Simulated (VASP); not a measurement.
Runs of VASP 6.6.1 on W. The structure is that of space group Fd-3m (No. 227), or close to it. The cells are those of the table. 

```tsv
task	cell	k mesh for the DOS	occupations for the DOS	gap on the mesh (eV)	pressure (GPa)
single point	a = 4.071 Å, angles 60.0°, 2 atoms	-	-	none	(a)
single point	a = 3.960 Å, angles 60.0°, 2 atoms	-	-	none	13.8
single point	a = 3.580 Å, angles 60.0°, 2 atoms	-	-	none	112.9
single point	a = 3.434 Å, angles 60.0°, 2 atoms	-	-	none	194.2
```

Alike in all rows: level PBEsol; potentials or basis VASP PAW PBE potentials, release 64 (W_sv); no spin polarisation; k mesh 14 × 14 × 14; cutoff (eV) 520; smearing fermi-dirac 0.1 eV.

Q: Fill in the values left out.

A: (a) 0.7.

Caveats: the PAW data sets were made with another functional, which shifts forces and pressure a little; spin-orbit coupling is left out, which moves the levels of the heavy elements.

A k mesh can miss the band edges, and the runs leave out spin-orbit coupling on W.

A gap of «none» marks levels without a gap at the run's occupations.
